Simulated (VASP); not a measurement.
# RbBr (P4mm) in VASP: a series of runs

RbBr is run at these levels: PBE; tasks: single point.

Program: VASP 6.6.1. These are calculated values, not measurements. Logs are shortened: lines on timing, memory, paths and dates and some standing lists are left out, and cuts for length are marked.

## Step 1: The cell of the first run

It takes space group P4mm (No. 99, tetragonal). Conventional cell: a = 4.126 Å, b = 4.126 Å, c = 4.126 Å, α = 90.00°, β = 90.00°, γ = 90.00°. Within 4.5 Å of Rb (site symmetry 4mm) lie 8 Br at 3.41 to 3.75 Å and 6 Rb at 4.13 Å. Within 4.5 Å of Br (site symmetry 4mm) lie 8 Rb at 3.41 to 3.75 Å and 6 Br at 4.13 Å.

## Step 2: Single point, PBE (all Rb atoms moved -0.300 Å, as atom 1 along Cartesian [0 1 0])

The input, INCAR:

```
SYSTEM = RbBr
ALGO     = Normal         ! electronic algorithm
EDIFF    = 1E-6           ! SCF threshold, eV
ENCUT    = 520            ! plane-wave cutoff, eV
GGA      = PE             ! functional
ISIF     = 2              ! what is computed and relaxed
ISMEAR   = 0              ! smearing method
LASPH    = .TRUE.         ! aspherical terms in the spheres
LCHARG   = .FALSE.        ! write CHGCAR
LREAL    = .FALSE.        ! projectors in reciprocal space
LWAVE    = .FALSE.        ! write WAVECAR
NBANDS   = 15             ! bands
NELM     = 60             ! most SCF steps
PREC     = Accurate       ! precision mode
SIGMA    = 0.05           ! smearing width, eV
```

The input, KPOINTS:

```
k-points
0
G
  6 6 6
  0 0 0
```

The input, POSCAR:

```
RbBr
1.0
    4.1260773000      0.0000000000      0.0000000000
    0.0000000000      4.1260773000      0.0000000000
    0.0000000000      0.0000000000      4.1260773000
Rb Br
1 1
Direct
    0.0000000000     -0.0727082840      0.0000000000
    0.5000000000      0.5000000000      0.5000000000
```

Potentials or basis: VASP PAW PBE potentials, release 64 (Rb_sv, Br).

On the command line:

```sh
$ cat potpaw_PBE.64/Rb_sv/POTCAR potpaw_PBE.64/Br/POTCAR > POTCAR
$ mpirun -np 1 vasp_std > vasp.out
```

OUTCAR:

```text
SYSTEM = RbBr
   EDIFF = 1E-6
   ENCUT = 520
   GGA = PE
   ISIF = 2
   ISMEAR = 0
   LASPH = .TRUE.
   LREAL = .FALSE.
   NELM = 60
   PREC = Accurate

 ion  position               nearest neighbor table
   1  0.000  0.927  0.000-   2 3.41   2 3.41   2 3.41   2 3.41   2 3.75   2 3.75   2 3.75   2 3.75

   2  0.500  0.500  0.500-   1 3.41   1 3.41   1 3.41   1 3.41   1 3.75   1 3.75   1 3.75   1 3.75

  LATTYP: Found a simple cubic cell.
 ALAT       =     4.1260773000

  Lattice vectors:

 A1 = (   4.1260773000,   0.0000000000,   0.0000000000)
 A2 = (   0.0000000000,   4.1260773000,   0.0000000000)
 A3 = (   0.0000000000,   0.0000000000,   4.1260773000)

Analysis of symmetry for initial positions (statically):
=====================================================================
 Subroutine PRICEL returns:
 Original cell was already a primitive cell.

 Routine SETGRP: Setting up the symmetry group for a
 simple cubic supercell.

 Subroutine GETGRP returns: Found  8 space group operations
 (whereof  8 operations were pure point group operations)
 out of a pool of 48 trial point group operations.

The static configuration has the point symmetry C_4v.

Analysis of symmetry for dynamics (positions and initial velocities):
=====================================================================
 Subroutine PRICEL returns:
 Original cell was already a primitive cell.

 Routine SETGRP: Setting up the symmetry group for a
 simple cubic supercell.

 Subroutine GETGRP returns: Found  8 space group operations
 (whereof  8 operations were pure point group operations)
 out of a pool of 48 trial point group operations.

The dynamic configuration has the point symmetry C_4v.

 Subroutine INISYM returns: Found  8 space group operations
 (whereof  8 operations are pure point group operations),
 and found     1 'primitive' translations

----------------------------------------------------------------------------------------

                                     Primitive cell

  volume of cell :      70.2445

  direct lattice vectors                    reciprocal lattice vectors
     4.126077300  0.000000000  0.000000000     0.242360947  0.000000000  0.000000000
     0.000000000  4.126077300  0.000000000     0.000000000  0.242360947  0.000000000
     0.000000000  0.000000000  4.126077300     0.000000000  0.000000000  0.242360947

  length of vectors
     4.126077300  4.126077300  4.126077300     0.242360947  0.242360947  0.242360947

  position of ions in fractional coordinates (direct lattice)
     0.000000000  0.927291716  0.000000000
     0.500000000  0.500000000  0.500000000

  ion indices of the primitive-cell ions
   primitive index   ion index
                 1           1
                 2           2

----------------------------------------------------------------------------------------

 KPOINTS: k-points

Automatic generation of k-mesh.
 Grid dimensions read from file:
 generate k-points for:    6    6    6

 Generating k-lattice:

  Cartesian coordinates                     Fractional coordinates (reciprocal lattice)
     0.040393491  0.000000000  0.000000000     0.166666667  0.000000000  0.000000000
     0.000000000  0.040393491  0.000000000     0.000000000  0.166666667  0.000000000
     0.000000000  0.000000000  0.040393491     0.000000000  0.000000000  0.166666667

  Length of vectors
     0.040393491  0.040393491  0.040393491

  Shift w.r.t. Gamma in fractional coordinates (k-lattice)
     0.000000000  0.000000000  0.000000000

 Subroutine IBZKPT returns following result:
 ===========================================

 Found     40 irreducible k-points:

 Following reciprocal coordinates:
            Coordinates               Weight
  0.000000  0.000000  0.000000      1.000000
  0.166667  0.000000  0.000000      4.000000
  0.000000  0.166667  0.000000      2.000000
  0.333333  0.000000  0.000000      4.000000
  0.000000  0.333333  0.000000      2.000000
  0.500000  0.000000  0.000000      2.000000
[... 16 lines left out ...]
  0.166667  0.166667  0.166667      8.000000
  0.333333  0.166667  0.166667     16.000000
 [... further k-points ...]
   k-points           NKPTS =     40   k-points in BZ     NKDIM =     40   number of bands    NBANDS=     15
   number of dos      NEDOS =    301   number of ions     NIONS =      2
   total plane-waves  NPLWV =  32768
   dimension x,y,z NGX =    32 NGY =   32 NGZ =   32
   dimension x,y,z NGXF=    64 NGYF=   64 NGZF=   64
   ions per type =               1   1
   NGX,Y,Z   is equivalent  to a cutoff of  12.89, 12.89, 12.89 a.u.
   NGXF,Y,Z  is equivalent  to a cutoff of  25.79, 25.79, 25.79 a.u.
 SYSTEM =  RbBr
   PREC   = accura    normal or accurate (medium, high low for compatibility)
   ISTART =      0    job   : 0-new  1-cont  2-samecut
   ICHARG =      2    charge: 1-file 2-atom 10-const
   ISPIN  =      1    spin polarized calculation?
   LNONCOLLINEAR =      F non collinear calculations
   LSORBIT =      F    spin-orbit coupling
   LASPH  =      T    aspherical Exc in radial PAW
   ENCUT  =  520.0 eV  38.22 Ry    6.18 a.u.   7.67  7.67  7.67*2*pi/ulx,y,z
   NELM   =     60;   NELMIN=  2; NELMDL= -5     # of ELM steps
   EDIFF  = 0.1E-05   stopping-criterion for ELM
   LREAL  =      F    real-space projection
   EDIFFG = 0.1E-04   stopping-criterion for IOM
   NSW    =      0    number of steps for IOM
   IBRION =     -1    ionic relax: 0-MD 1-quasi-New 2-CG
   NFREE  =      0    steps in history (QN), initial steepest desc. (CG)
   ISIF   =      2    stress and relaxation
   ISYM   =      2    0-nonsym 1-usesym 2-fastsym
   POTIM  = 0.5000    time-step for ionic-motion
   TEBEG  =    0.0;   TEEND  =   0.0 temperature during run
   PSTRESS=    0.0 pullay stress
   NELECT =      16.0000    total number of electrons
   NUPDOWN=      -1.0000    fix difference up-down
   EMIN   =  10.00;   EMAX   =-10.00  energy-range for DOS
   EFERMI =   0.00;   METHOD = LEGACY
   ISMEAR =     0;   SIGMA  =   0.05  broadening in eV -4-tet -1-fermi 0-gaus
   EFERMI_NEDOS =   21; number of points for ismear=-14 and -15
   IALGO  =     38    algorithm
   IMIX   =      4    mixing-type and parameters
     AMIX     =   0.40;   BMIX     =  1.00
     AMIX_MAG =   1.60;   BMIX_MAG =  1.00
  volume/ion in A,a.u.               =      35.12       237.02
  Fermi-wavevector in a.u.,A,eV,Ry     =   0.999795  1.889338 13.600238  0.999589
  Thomas-Fermi vector in A             =   2.132108
   LORBIT       =      0    0 simple, 1 ext, 2 COOP (PROOUT), +10 PAW based schemes
   GGA     = PE    functional components
   LHFCALC =     F    Hartree Fock is set to
   AEXX    =    0.0000 exact exchange contribution
   IVDW    =     0    specifies the selected vdW correction
   LEPSILON=     F    determine dielectric tensor
   LRPA    =     F    only Hartree local field effects (RPA)
 non-spin polarized calculation
 Gauss-broadening in eV      SIGMA  =   0.05
  energy-cutoff  :      520.00
  volume of cell :       70.24
 maximum number of plane-waves:      1924
 NGX is ok and might be reduce to    32
   NGX = 15   NGY = 15   NGZ = 15

 number of electron      16.0000002 magnetization

 Free energy of the ion-electron system (eV)
  ---------------------------------------------------
  ext. energy  EPLUGINS =         0.00000000
  ---------------------------------------------------
  free energy    TOTEN  =        -5.95829393 eV

  energy without entropy =       -5.95829393  energy(sigma->0) =       -5.95829393

 E-fermi :  -0.4811     XC(G=0):  -7.9137

 val. band max:       -0.6860038637   @ k =   0.5000   0.0000   0.5000
 cond. band min:       3.4178675333   @ k =   0.0000   0.0000   0.0000
 fundamental gap:      4.1038713970
 Fermi energy:        -0.4811489906

 k-point     1 :       0.0000    0.0000    0.0000
  band No.  band energies     occupation
      1     -25.7416      2.00000
      2     -13.3051      2.00000
      3      -9.7302      2.00000
      4      -9.7302      2.00000
      5      -9.7232      2.00000
      6      -0.8660      2.00000
      7      -0.8372      2.00000
      8      -0.8372      2.00000
      9       3.4179      0.00000
     10       4.8877      0.00000
     11       5.1073      0.00000
     12       9.2023      0.00000
     13       9.3578      0.00000
     14       9.3578      0.00000
     15      11.3661      0.00000

 k-point     2 :       0.1667    0.0000    0.0000
  band No.  band energies     occupation
      1     -25.7363      2.00000
      2     -13.3052      2.00000
      3      -9.7702      2.00000
      4      -9.7176      2.00000
      5      -9.7076      2.00000
      6      -1.3296      2.00000
      7      -0.8620      2.00000
      8      -0.8614      2.00000
      9       4.0662      0.00000
     10       5.2144      0.00000
     11       5.5187      0.00000
     12       9.0629      0.00000
     13       9.1938      0.00000
     14       9.5275      0.00000
     15      10.3758      0.00000

 k-point     3 :       0.0000    0.1667    0.0000
  band No.  band energies     occupation
      1     -25.7365      2.00000
      2     -13.3019      2.00000
      3      -9.7635      2.00000
      4      -9.7186      2.00000
      5      -9.7186      2.00000
      6      -1.3430      2.00000
      7      -0.8528      2.00000
      8      -0.8528      2.00000
      9       4.0598      0.00000
     10       5.0900      0.00000
     11       5.6979      0.00000
     12       9.1810      0.00000
     13       9.1810      0.00000
     14       9.3471      0.00000
     15      10.8071      0.00000
[... 343 lines left out ...]
 k-point    23 :       0.1667    0.1667    0.1667
  band No.  band energies     occupation
      1     -25.7263      2.00000
      2     -13.2749      2.00000
      3      -9.7978      2.00000
      4      -9.7967      2.00000
      5      -9.6992      2.00000
      6      -1.4165      2.00000
      7      -1.1469      2.00000
      8      -1.1464      2.00000
      9       5.0036      0.00000
     10       5.9915      0.00000
     11       6.0785      0.00000
     12       8.2769      0.00000
     13       8.4283      0.00000
     14       9.1588      0.00000
     15      11.2831      0.00000

 k-point    24 :       0.3333    0.1667    0.1667
  band No.  band energies     occupation
      1     -25.7162      2.00000
      2     -13.2411      2.00000
      3      -9.8844      2.00000
      4      -9.7696      2.00000
      5      -9.7450      2.00000
      6      -1.8712      2.00000
      7      -1.2147      2.00000
      8      -1.0871      2.00000
      9       5.7343      0.00000
     10       6.3028      0.00000
     11       6.8328      0.00000
     12       8.0447      0.00000
     13       8.2941      0.00000
     14       8.5143      0.00000
     15      10.7534      0.00000

 [... further k-points ...]
[... 5 lines left out ...]
  --------------------------------------------------------------------------------------
  -------------------------------------------------------------------------------------
  Total        0.5961274      0.4967010      0.5961274      0.0000000      0.0000000      0.0000000
  in kB       13.5968269     11.3290507     13.5968269      0.0000000      0.0000000      0.0000000
  external PRESSURE =      12.8409015 kB  Pullay stress =       0.0000000 kB

 VOLUME and BASIS-vectors are now :
 -----------------------------------------------------------------------------
  energy-cutoff  :      520.00
  volume of cell :       70.24
      direct lattice vectors                 reciprocal lattice vectors
     4.126077300  0.000000000  0.000000000     0.242360947  0.000000000  0.000000000
     0.000000000  4.126077300  0.000000000     0.000000000  0.242360947  0.000000000
     0.000000000  0.000000000  4.126077300     0.000000000  0.000000000  0.242360947

 POSITION                                       TOTAL-FORCE (eV/Angst)
 -----------------------------------------------------------------------------------
      0.00000      3.82608      0.00000         0.000000      0.252440     -0.000000
      2.06304      2.06304      2.06304        -0.000000     -0.252440      0.000000
 -----------------------------------------------------------------------------------
    total drift:                                0.000000      0.000112     -0.000000

  FREE ENERGIE OF THE ION-ELECTRON SYSTEM (eV)
  ---------------------------------------------------
  free  energy   TOTEN  =        -5.9582939302 eV

  energy  without entropy=       -5.9582939302  energy(sigma->0) =       -5.95829393
```

It took 24 s on 1 thread of Intel Xeon Platinum 8488C (Sapphire Rapids), shared host; peak memory 0.19 GiB.

What came out:

- Free energy: -5.9583 eV
- Pressure: 1.3 GPa
- Largest force: 0.252 eV/Å
- Band gap on the k mesh: 4.10 eV, indirect (least direct gap 4.26 eV)

Forces in eV/Å, atoms in the order of the input:
```
Rb   0.000  0.252  0.000
Br   0.000 -0.252  0.000
```

Caveat: the cell differs from its parent crystal (all Rb atoms moved -0.300 Å, as atom 1 along Cartesian [0 1 0]). A k mesh can miss the band edges.

[end of part 1 of 2]
